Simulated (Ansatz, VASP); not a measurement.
**Two plane-wave programs on AlN**

```
Al N
1.0
     2.58546    0.00000    0.00000
     0.00000    2.58546    0.00000
     0.00000    0.00000    2.58546
Al N
1 1
Direct
  0.00000 0.00000 0.00000
  0.50000 0.50000 0.50000
```

Alike in both runs: task single point; functional PBE-based global hybrid; k mesh 4 × 4 × 4; occupations fermi-dirac, width 0.02 eV; no spin polarisation.

```csv
,VASP,Ansatz
version,VASP 6.6.1,Ansatz 0.2.0
potentials or method,"VASP PAW PBE potentials, release 64 (Al, N)",plane waves
plane-wave cutoff (eV),520,420
valence electrons in the cell,8,8
```

|  | VASP | Ansatz | Ansatz less VASP |
| --- | --- | --- | --- |
| gap on the k mesh at the Fermi level (eV) | 1.80 | 1.65 | -0.154 |
| pressure (GPa) | -6.4 | -6.6 | -0.14 |

VASP's potentials were made for PBE, not for PBE-based global hybrid. The functional is the same, so the differences come from potentials, cutoffs and numerics. Ansatz's warnings: stress exchange threshold loose, stress scf threshold loose.

The k mesh is coarse, so the values compare programs but aren't converged.
